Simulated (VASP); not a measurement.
# MgO (Fm-3m) in VASP: further runs

MgO is run at these levels: PBEsol; tasks: single point, relaxation of cell and atoms.

All numbers are computed with VASP 6.6.1; they aren't measurements. Logs are shortened: lines on timing, memory, paths and dates and some standing lists are left out, and cuts for length are marked.

## Step 1: The cell of the first run

Symmetry: Fm-3m, No. 225, cubic system. Conventional cell: a = 4.214 Å, b = 4.214 Å, c = 4.214 Å, α = 90.00°, β = 90.00°, γ = 90.00°. Mg (site symmetry m-3m) has 6 O at 2.11 Å within 2.8 Å. Within 2.8 Å of O (site symmetry m-3m) lie 6 Mg at 2.11 Å.

## Step 2: Single point, PBEsol

Contents of INCAR:

```
ALGO     = Normal         # electronic algorithm
EDIFF    = 1E-6           # SCF threshold, eV
ENCUT    = 520            # plane-wave cutoff, eV
GGA      = PS             # functional
ISIF     = 2              # what is computed and relaxed
ISMEAR   = -1             # smearing method
LASPH    = T              # aspherical terms in the spheres
LCHARG   = F              # write CHGCAR
LREAL    = F              # projectors in reciprocal space
LWAVE    = F              # write WAVECAR
NBANDS   = 11             # bands
NELM     = 80             # most SCF steps
PREC     = Accurate       # precision mode
SIGMA    = 0.05           # smearing width, eV
```

Contents of KPOINTS:

```
k-points
0
Gamma
  12 12 12
```

Contents of POSCAR:

```
MgO
1.0
    0.0000000000      2.1071341322      2.1071341322
    2.1071341322      0.0000000000      2.1071341322
    2.1071341322      2.1071341322      0.0000000000
Mg O
1 1
Direct
    0.0000000000      0.0000000000      0.0000000000
    0.5000000000      0.5000000000      0.5000000000
```

Potentials or basis: VASP PAW PBE potentials, release 64 (Mg, O).

Run with:

```
cat potpaw_PBE.64/Mg/POTCAR potpaw_PBE.64/O/POTCAR > POTCAR
mpirun -np 1 vasp_std > vasp.out
```

OUTCAR:

```text
EDIFF = 1E-6
   ENCUT = 520
   GGA = PS
   ISIF = 2
   ISMEAR = -1
   LASPH = T
   LREAL = F
   NELM = 80
   PREC = Accurate

 ion  position               nearest neighbor table
   1  0.000  0.000  0.000-   2 2.11   2 2.11   2 2.11   2 2.11   2 2.11   2 2.11
   2  0.500  0.500  0.500-   1 2.11   1 2.11   1 2.11   1 2.11   1 2.11   1 2.11

  LATTYP: Found a face centered cubic cell.
 ALAT       =     4.2142682644

  Lattice vectors:

 A1 = (   0.0000000000,   2.1071341322,   2.1071341322)
 A2 = (   2.1071341322,   0.0000000000,   2.1071341322)
 A3 = (   2.1071341322,   2.1071341322,   0.0000000000)

Analysis of symmetry for initial positions (statically):
=====================================================================
 Subroutine PRICEL returns:
 Original cell was already a primitive cell.

 Routine SETGRP: Setting up the symmetry group for a
 face centered cubic supercell.

 Subroutine GETGRP returns: Found 48 space group operations
 (whereof 48 operations were pure point group operations)
 out of a pool of 48 trial point group operations.

The static configuration has the point symmetry O_h .

Analysis of symmetry for dynamics (positions and initial velocities):
=====================================================================
 Subroutine PRICEL returns:
 Original cell was already a primitive cell.

 Routine SETGRP: Setting up the symmetry group for a
 face centered cubic supercell.

 Subroutine GETGRP returns: Found 48 space group operations
 (whereof 48 operations were pure point group operations)
 out of a pool of 48 trial point group operations.

The dynamic configuration has the point symmetry O_h .

 Subroutine INISYM returns: Found 48 space group operations
 (whereof 48 operations are pure point group operations),
 and found     1 'primitive' translations

----------------------------------------------------------------------------------------

                                     Primitive cell

  volume of cell :      18.7114

  direct lattice vectors                    reciprocal lattice vectors
     0.000000000  2.107134132  2.107134132    -0.237289118  0.237289118  0.237289118
     2.107134132  0.000000000  2.107134132     0.237289118 -0.237289118  0.237289118
     2.107134132  2.107134132  0.000000000     0.237289118  0.237289118 -0.237289118

  length of vectors
     2.979937667  2.979937667  2.979937667     0.410996809  0.410996809  0.410996809

  position of ions in fractional coordinates (direct lattice)
     0.000000000  0.000000000  0.000000000
     0.500000000  0.500000000  0.500000000

  ion indices of the primitive-cell ions
   primitive index   ion index
                 1           1
                 2           2

----------------------------------------------------------------------------------------

 KPOINTS: k-points

Automatic generation of k-mesh.
 Grid dimensions read from file:
 generate k-points for:   12   12   12

 Generating k-lattice:

  Cartesian coordinates                     Fractional coordinates (reciprocal lattice)
    -0.019774093  0.019774093  0.019774093     0.083333333  0.000000000  0.000000000
     0.019774093 -0.019774093  0.019774093     0.000000000  0.083333333  0.000000000
     0.019774093  0.019774093 -0.019774093     0.000000000  0.000000000  0.083333333

  Length of vectors
     0.034249734  0.034249734  0.034249734

  Shift w.r.t. Gamma in fractional coordinates (k-lattice)
     0.000000000  0.000000000  0.000000000

 Subroutine IBZKPT returns following result:
 ===========================================

 Found     72 irreducible k-points:

 Following reciprocal coordinates:
            Coordinates               Weight
  0.000000  0.000000  0.000000      1.000000
  0.083333  0.000000  0.000000      8.000000
  0.166667  0.000000  0.000000      8.000000
  0.250000  0.000000  0.000000      8.000000
  0.333333  0.000000  0.000000      8.000000
  0.416667  0.000000  0.000000      8.000000
[... 16 lines left out ...]
  0.500000  0.166667  0.000000     24.000000
 -0.416667  0.166667  0.000000     24.000000
 [... further k-points ...]
   k-points           NKPTS =     72   k-points in BZ     NKDIM =     72   number of bands    NBANDS=     11
   number of dos      NEDOS =    301   number of ions     NIONS =      2
   total plane-waves  NPLWV =  13824
   dimension x,y,z NGX =    24 NGY =   24 NGZ =   24
   dimension x,y,z NGXF=    48 NGYF=   48 NGZF=   48
   ions per type =               1   1
   NGX,Y,Z   is equivalent  to a cutoff of  13.39, 13.39, 13.39 a.u.
   NGXF,Y,Z  is equivalent  to a cutoff of  26.78, 26.78, 26.78 a.u.
 SYSTEM =  unknown system
   PREC   = accura    normal or accurate (medium, high low for compatibility)
   ISTART =      0    job   : 0-new  1-cont  2-samecut
   ICHARG =      2    charge: 1-file 2-atom 10-const
   ISPIN  =      1    spin polarized calculation?
   LNONCOLLINEAR =      F non collinear calculations
   LSORBIT =      F    spin-orbit coupling
   LASPH  =      T    aspherical Exc in radial PAW
   ENCUT  =  520.0 eV  38.22 Ry    6.18 a.u.   5.54  5.54  5.54*2*pi/ulx,y,z
   NELM   =     80;   NELMIN=  2; NELMDL= -5     # of ELM steps
   EDIFF  = 0.1E-05   stopping-criterion for ELM
   LREAL  =      F    real-space projection
   EDIFFG = 0.1E-04   stopping-criterion for IOM
   NSW    =      0    number of steps for IOM
   IBRION =     -1    ionic relax: 0-MD 1-quasi-New 2-CG
   NFREE  =      0    steps in history (QN), initial steepest desc. (CG)
   ISIF   =      2    stress and relaxation
   ISYM   =      2    0-nonsym 1-usesym 2-fastsym
   POTIM  = 0.5000    time-step for ionic-motion
   TEBEG  =    0.0;   TEEND  =   0.0 temperature during run
   PSTRESS=    0.0 pullay stress
   NELECT =       8.0000    total number of electrons
   NUPDOWN=      -1.0000    fix difference up-down
   EMIN   =  10.00;   EMAX   =-10.00  energy-range for DOS
   EFERMI =   0.00;   METHOD = LEGACY
   ISMEAR =    -1;   SIGMA  =   0.05  broadening in eV -4-tet -1-fermi 0-gaus
   EFERMI_NEDOS =   21; number of points for ismear=-14 and -15
   IALGO  =     38    algorithm
   IMIX   =      4    mixing-type and parameters
     AMIX     =   0.40;   BMIX     =  1.00
     AMIX_MAG =   1.60;   BMIX_MAG =  1.00
  volume/ion in A,a.u.               =       9.36        63.14
  Fermi-wavevector in a.u.,A,eV,Ry     =   1.233302  2.330602 20.694910  1.521033
  Thomas-Fermi vector in A             =   2.368037
   LORBIT       =      0    0 simple, 1 ext, 2 COOP (PROOUT), +10 PAW based schemes
   GGA     = PS    functional components
   LHFCALC =     F    Hartree Fock is set to
   AEXX    =    0.0000 exact exchange contribution
   IVDW    =     0    specifies the selected vdW correction
   LEPSILON=     F    determine dielectric tensor
   LRPA    =     F    only Hartree local field effects (RPA)
 non-spin polarized calculation
  energy-cutoff  :      520.00
  volume of cell :       18.71
 maximum number of plane-waves:       532
 NGX is ok and might be reduce to    24
   NGX = 11   NGY = 11   NGZ = 11

 number of electron       8.0000005 magnetization

 Free energy of the ion-electron system (eV)
  ---------------------------------------------------
  ext. energy  EPLUGINS =         0.00000000
  ---------------------------------------------------
  free energy    TOTEN  =       -12.51244880 eV

  energy without entropy =      -12.51244880  energy(sigma->0) =      -12.51244880

 E-fermi :   4.0425     XC(G=0): -11.3028

 val. band max:        3.0555523300   @ k =   0.0000   0.0000   0.0000
 cond. band min:       7.6746493933   @ k =   0.0000   0.0000   0.0000
 fundamental gap:      4.6190970632
 Fermi energy:         4.0425419417

 k-point     1 :       0.0000    0.0000    0.0000
  band No.  band energies     occupation
      1     -14.1422      2.00000
      2       3.0556      2.00000
      3       3.0556      2.00000
      4       3.0556      2.00000
      5       7.6746      0.00000
      6      18.6787      0.00000
      7      18.6787      0.00000
      8      18.6787      0.00000
      9      22.5171      0.00000
     10      24.3989      0.00000
     11      24.3989      0.00000

 k-point     2 :       0.0833    0.0000    0.0000
  band No.  band energies     occupation
      1     -14.0671      2.00000
      2       2.5758      2.00000
      3       3.0074      2.00000
      4       3.0074      2.00000
      5       8.1354      0.00000
      6      17.7094      0.00000
      7      18.8497      0.00000
      8      18.8497      0.00000
      9      23.8048      0.00000
     10      23.8400      0.00000
     11      23.8400      0.00000

 k-point     3 :       0.1667    0.0000    0.0000
  band No.  band energies     occupation
      1     -13.8543      2.00000
      2       1.5240      2.00000
      3       2.8789      2.00000
      4       2.8789      2.00000
      5       9.1035      0.00000
      6      16.3385      0.00000
      7      19.2544      0.00000
      8      19.2544      0.00000
      9      23.1143      0.00000
     10      23.1143      0.00000
     11      25.1564      0.00000

 k-point     4 :       0.2500    0.0000    0.0000
  band No.  band energies     occupation
      1     -13.5441      2.00000
      2       0.3624      2.00000
      3       2.7104      2.00000
      4       2.7104      2.00000
      5      10.0298      0.00000
      6      15.4586      0.00000
      7      19.5436      0.00000
      8      19.5436      0.00000
      9      23.0328      0.00000
     10      23.0328      0.00000
     11      24.8919      0.00000

 k-point     5 :       0.3333    0.0000    0.0000
  band No.  band energies     occupation
      1     -13.2057      2.00000
      2      -0.6592      2.00000
      3       2.5491      2.00000
      4       2.5491      2.00000
      5      10.5857      0.00000
      6      15.2295      0.00000
      7      19.4767      0.00000
      8      19.4767      0.00000
      9      23.7891      0.00000
     10      23.7891      0.00000
     11      24.3395      0.00000
[... 211 lines left out ...]
 k-point    21 :       0.3333    0.1667    0.0000
  band No.  band energies     occupation
      1     -13.2509      2.00000
      2      -0.0677      2.00000
      3       2.1769      2.00000
      4       2.3300      2.00000
      5      11.2416      0.00000
      6      14.4118      0.00000
      7      18.2161      0.00000
      8      20.0914      0.00000
      9      21.2402      0.00000
     10      25.6609      0.00000
     11      27.7553      0.00000

 k-point    22 :       0.4167    0.1667    0.0000
  band No.  band energies     occupation
      1     -12.9658      2.00000
      2      -0.7514      2.00000
      3       1.8570      2.00000
      4       2.2282      2.00000
      5      11.7274      0.00000
      6      14.6432      0.00000
      7      17.5340      0.00000
      8      20.0260      0.00000
      9      22.0927      0.00000
     10      26.1716      0.00000
     11      27.4623      0.00000

 k-point    23 :       0.5000    0.1667    0.0000
  band No.  band energies     occupation
      1     -12.7735      2.00000
      2      -1.1651      2.00000
      3       1.5932      2.00000
      4       2.2045      2.00000
      5      11.8950      0.00000
      6      15.1242      0.00000
      7      17.1636      0.00000
      8      19.8923      0.00000
      9      22.8433      0.00000
     10      26.2510      0.00000
     11      27.2268      0.00000

 k-point    24 :      -0.4167    0.1667    0.0000
  band No.  band energies     occupation
      1     -12.7437      2.00000
      2      -1.2112      2.00000
      3       1.4528      2.00000
      4       2.2641      2.00000
      5      11.9529      0.00000
      6      15.2839      0.00000
      7      17.1121      0.00000
      8      19.8519      0.00000
      9      23.5522      0.00000
     10      25.2323      0.00000
     11      27.0873      0.00000

 [... further k-points ...]

------------------------ aborting loop because EDIFF is reached ----------------------------------------

  FORCE on cell =-STRESS in cart. coord.  units (eV):
  Direction    XX          YY          ZZ          XY          YZ          ZX
  --------------------------------------------------------------------------------------
  -------------------------------------------------------------------------------------
  Total       -0.0618044     -0.0618044     -0.0618044     -0.0000000      0.0000000     -0.0000000
  in kB       -5.2920411     -5.2920411     -5.2920411     -0.0000000      0.0000000     -0.0000000
  external PRESSURE =      -5.2920411 kB  Pullay stress =       0.0000000 kB

 VOLUME and BASIS-vectors are now :
 -----------------------------------------------------------------------------
  energy-cutoff  :      520.00
  volume of cell :       18.71
      direct lattice vectors                 reciprocal lattice vectors
     0.000000000  2.107134132  2.107134132    -0.237289118  0.237289118  0.237289118
     2.107134132  0.000000000  2.107134132     0.237289118 -0.237289118  0.237289118
     2.107134132  2.107134132  0.000000000     0.237289118  0.237289118 -0.237289118

 POSITION                                       TOTAL-FORCE (eV/Angst)
 -----------------------------------------------------------------------------------
      0.00000      0.00000      0.00000         0.000000     -0.000000      0.000000
      2.10713      2.10713      2.10713        -0.000000      0.000000     -0.000000
 -----------------------------------------------------------------------------------
    total drift:                               -0.000000     -0.000000      0.000000

  FREE ENERGIE OF THE ION-ELECTRON SYSTEM (eV)
  ---------------------------------------------------
  free  energy   TOTEN  =       -12.5124487974 eV

  energy  without entropy=      -12.5124487974  energy(sigma->0) =      -12.51244880
```

It took 9.6 s on 1 thread of Intel Xeon Platinum 8259CL at 2.50GHz (Skylake/Cascade Lake), shared host; peak memory 0.15 GiB.

Results:

```
Free energy            : -12.5124 eV
Pressure               : -0.5 GPa
Band gap on the k mesh : 4.62 eV, direct
```

Caveat: the PAW data sets were made with another functional, which shifts forces and pressure a little.

## Step 3: Relaxation of cell and atoms, PBEsol

Contents of INCAR:

```
PREC = Accurate ; ENCUT = 600
EDIFF = 1E-7 ; ISMEAR = -1
SIGMA = 0.05 ; LREAL = F
LASPH = T ; NELM = 60
ALGO = Normal ; ISIF = 3
LWAVE = F ; LCHARG = F
GGA = PS ; IBRION = 2
NSW = 100 ; EDIFFG = -0.002
```

Contents of KPOINTS:

```
Automatic mesh
0
Gamma
  12 12 12
```

Contents of POSCAR:

```
MgO
1.0
    0.0000000000      2.1085000000      2.1085000000
    2.1085000000      0.0000000000      2.1085000000
    2.1085000000      2.1085000000      0.0000000000
Mg O
1 1
Direct
    0.0000000000      0.0000000000      0.0000000000
    0.5000000000      0.5000000000      0.5000000000
```

Potentials or basis: VASP PAW PBE potentials, release 64 (Mg, O).

Run with:

```
cat potpaw_PBE.64/Mg/POTCAR potpaw_PBE.64/O/POTCAR > POTCAR
mpirun -np 1 vasp_std > vasp.out
```

It took 17 s on 1 thread of Intel Xeon Platinum 8259CL at 2.50GHz (Skylake/Cascade Lake), shared host; peak memory 0.15 GiB.

The run converged. Its results:

```
Free energy                            : -12.5157 eV
Relaxed volume                         : 9.31 Å³/atom
Relaxed cell                           : a = 2.975 Å, b = 2.975 Å, c = 2.975 Å, α = 60.00°, β = 60.00°, γ = 60.00°
Space group after relaxing (to 0.05 Å) : Fm-3m (No. 225)
Energy gained by relaxing              : 0.2 meV/atom
Ionic steps                            : 3
Pressure after relaxing                : 0.0 GPa
Band gap on the k mesh                 : 4.67 eV, direct
```

Step by step:
```
step  energy change (eV)  largest force (eV/Å)  pressure (GPa)  volume (Å³)
   1              0.0000                0.0000           -1.03        18.75
   2             -0.0004                0.0000            0.36        18.58
   3             -0.0004                0.0000            0.00        18.63
```

Final structure:
```
Mg O
1.0
     0.00000    2.10391    2.10391
     2.10391    0.00000    2.10391
     2.10391    2.10391    0.00000
Mg O
1 1
Direct
  0.00000 0.00000 0.00000
  0.50000 0.50000 0.50000
```

Levels at points of the mesh, in eV from the valence-band top:
```tsv
k point	band 1	band 2	band 3	band 4	band 5	band 6	band 7	band 8
(0.00, 0.00, 0.00)	-17.22	0.00	0.00	0.00	4.67	15.65	15.65	15.65
(0.50, 0.00, 0.00)	-15.90	-4.69	-0.67	-0.67	7.77	12.54	16.21	16.21
(0.50, 0.50, 0.00)	-15.63	-4.16	-1.37	-1.37	8.93	9.91	13.00	18.89
```

Caveat: the PAW data sets were made with another functional, which shifts forces and pressure a little. A k mesh can miss the band edges.
